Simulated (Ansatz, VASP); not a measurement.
## InPd in VASP and in Ansatz

```
In Pd
1.0
     3.26736    0.00000    0.00000
     0.00000    3.26736    0.00000
     0.00000    0.00000    3.26736
In Pd
1 1
Direct
  0.00000 0.00000 0.00000
  0.50000 0.50000 0.50000
```

Alike in both runs: functional r2SCAN; k mesh 14 × 14 × 14; occupations fermi-dirac, width 0.1 eV; no spin polarisation.

Ansatz relaxed the structure, and its values are those at the end. VASP's run is a single point on that final structure, the one shown.

|  | VASP | Ansatz |
| --- | --- | --- |
| version | VASP 6.6.1 | Ansatz 0.2.0 |
| potentials or method | VASP PAW PBE potentials, release 64 (In_d, Pd) | PAW with Ansatz's default frozen-core files, scalar-relativistic |
| plane-wave cutoff (eV) | 520 | 500 |
| valence electrons in the cell | 23 | 31 |

|  | VASP | Ansatz | Ansatz less VASP |
| --- | --- | --- | --- |
| pressure (GPa) | 0.6 | 0.0 | -0.57 |

VASP's potentials were made for PBE, not for r2SCAN. VASP's potentials hold 23 valence electrons a cell and Ansatz's 31, so a difference there can come from the potentials and not from the codes.
